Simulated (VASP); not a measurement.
Wanted: the native input for a VASP 6.6.1 run.

```
Task                   : single point
Functional             : LDA
Potentials or basis    : VASP PAW LDA potentials, release 64 (Cu_sv_GW, O)
Cutoff                 : 820 eV
k mesh                 : 7 × 7 × 7
Occupations            : gaussian, width 0.05 eV
Spin                   : collinear spin, ferromagnetic start
Starting moments       : [0.31, 0.81] μB
Fixed moment           : 1 μB
Hubbard terms          : Cu d U = 8.0 eV
Dipole correction      : no
Further INCAR settings : ALGO = Normal; EDIFF = 1e-06; NBANDS = 24
```

The structure of CuO lies in POSCAR:

```
CuO
1.0
    2.5525506100      0.0000000000      0.0000000000
    0.0000000000      2.5525506100      0.0000000000
    0.0000000000      0.0000000000      2.5525506100
Cu O
1 1
Direct
    0.0000000000      0.0000000000      0.0000000000
    0.5000000000      0.5000000000      0.5000000000
```

The input as run:

INCAR

```
ALGO = Normal ; EDIFF = 1E-6
ENCUT = 820 ; GGA = CA
GGA_COMPAT = F ; ISIF = 2
ISMEAR = 0 ; ISPIN = 2
LASPH = T ; LCHARG = F
LDAU = T ; LDAUJ = 0 0
LDAUL = 2 -1 ; LDAUPRINT = 1
LDAUTYPE = 2 ; LDAUU = 8 0
LMAXMIX = 4 ; LORBIT = 11
LREAL = F ; LWAVE = F
MAGMOM = 0.31 0.81 ; NBANDS = 24
NELM = 200 ; NUPDOWN = 1.0
PREC = Accurate ; SIGMA = 0.05
```

KPOINTS

```
k-points
0
Gamma
  7 7 7
```

Potentials or basis: VASP PAW LDA potentials, release 64 (Cu_sv_GW, O).

Launch:

```bash
$ cat potpaw_LDA.64/Cu_sv_GW/POTCAR potpaw_LDA.64/O/POTCAR > POTCAR
$ mpirun -np 1 vasp_std > vasp.out
```

It gave:

```yaml
Pressure: -0.6 GPa
Net_moment: 1.00 μB per cell
Site_moments: Cu +0.38; O +0.58 μB
Valence_electrons_inside_the_program's_atomic_spheres: Cu 17.61; O 4.85
```

Caveat: the total moment is fixed, so each spin has its own Fermi level and the state may be an excited one; a cell with one magnetic atom can't hold antiferromagnetic order, which such compounds often take.

Run time: 62 s on 1 thread of AMD EPYC 7571, on a shared host, peak memory 0.13 GiB.
